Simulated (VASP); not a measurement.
Al: single point with PBE

The system is Al.

```
CELL_PARAMETERS angstrom
2.79872 0.00000 0.00000
-1.39936 2.42377 0.00000
0.00000 0.00000 4.50905
ATOMIC_POSITIONS crystal
Al 0.33333 0.66667 0.25000
Al 0.66667 0.33333 0.75000
```

This cell differs from its parent crystal: volume scaled by 0.92.

| Quantity | Value |
| --- | --- |
| Program | VASP 6.6.1 |
| Task | single point |
| Functional | PBE |
| Potentials or basis | VASP PAW PBE potentials, release 64 (Al) |
| Cutoff | 520 eV |
| k mesh | 14 × 14 × 8 |
| Occupations | fermi-dirac, width 0.1 eV |
| Spin | no spin polarisation |
| Dipole correction | no |
| Further INCAR settings | ALGO = Normal; EDIFF = 1e-07; NBANDS = 10 |

The pressure is 7.5 GPa. The band gap on the k mesh is zero (band 3 reaches 13.37 eV, above the bottom of band 4 at 5.48 eV).

Stress tensor (GPa, compression positive):
```
6.73 0.00 0.00
0.00 6.73 0.00
0.00 0.00 9.14
```

Levels at points of the mesh, in eV from the Fermi level:
| k point | band 1 | band 2 | band 3 | band 4 | band 5 | band 6 |
| --- | --- | --- | --- | --- | --- | --- |
| (0.00, 0.00, 0.00) | -11.69 | -4.83 | -4.33 | 10.97 | 10.97 | 11.22 |
| (0.50, 0.00, 0.00) | -5.61 | -5.49 | 0.60 | 1.40 | 1.42 | 2.02 |
| (0.00, 0.00, 0.50) | -9.88 | -9.88 | 3.85 | 3.85 | 12.11 | 12.11 |
| (0.50, 0.00, 0.50) | -4.20 | -4.20 | -3.35 | -3.35 | 7.31 | 7.31 |

Run time: 25 s on 1 thread of Intel Xeon 6975P-C, on a shared host, peak memory 0.16 GiB.
